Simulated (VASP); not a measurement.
A run of VASP 6.6.1 is set up as follows.

Contents of INCAR:

```
PREC = Accurate ; ENCUT = 520
EDIFF = 1E-7 ; ISMEAR = 0
SIGMA = 0.1 ; LREAL = F
LASPH = T ; NELM = 100
ALGO = Normal ; ISIF = 2
LWAVE = F ; LCHARG = F
LDIPOL = T ; IDIPOL = 3
DIPOL = 0.5 0.5 0.328 ; NBANDS = 98
```

File KPOINTS:

```
Automatic mesh
0
Gamma
  5 5 1
```

The input POSCAR:

```
SiMo12
1.0
    5.4740406976      0.0000000000      0.0000000000
   -1.8246802325      5.1609750637      0.0000000000
    0.0000000000      0.0000000000     19.8082144280
Mo Si
12 1
Direct
    0.2500000000      0.2500000000      0.2019364246
    0.2500000000      0.7500000000      0.2019364246
    0.7500000000      0.2500000000      0.2019364246
    0.7500000000      0.7500000000      0.2019364246
    0.0000000000      0.0000000000      0.3106872620
    0.0000000000      0.5000000000      0.3106872620
    0.5000000000      0.0000000000      0.3106872620
    0.5000000000      0.5000000000      0.3106872620
    0.2500000000      0.2500000000      0.4194327792
    0.2500000000      0.7500000000      0.4194327792
    0.7500000000      0.2500000000      0.4194327792
    0.7500000000      0.7500000000      0.4194327792
    0.3333333333      0.3333333333      0.5308103035
```

Potentials or basis: VASP PAW LDA potentials, release 64 (Mo_sv, Si).

The run is started by

```console
$ cat potpaw_LDA.64/Mo_sv/POTCAR potpaw_LDA.64/Si/POTCAR > POTCAR
$ mpirun -np 1 vasp_std > vasp.out
```

**Question.** Predict the band gap on the k mesh.

**Answer.** Zero (band 86 reaches 2.46 eV, above the bottom of band 87 at 0.81 eV).

**Question.** What does it give for the largest force?

**Answer.** 1.527 eV/Å.

Forces on the atoms (eV/Å):
```
Mo   0.014  0.020  0.607
Mo  -0.018  0.020  0.478
Mo   0.024 -0.010  0.478
Mo   0.017  0.024  0.766
Mo  -0.087 -0.124 -0.470
Mo  -0.172  0.018 -0.075
Mo   0.074 -0.157 -0.075
Mo   0.212  0.300 -0.558
Mo  -0.493 -0.697 -1.266
Mo   0.108 -0.231  0.204
Mo  -0.254  0.025  0.204
Mo   0.045  0.064 -0.355
Si   0.529  0.748  0.062
```
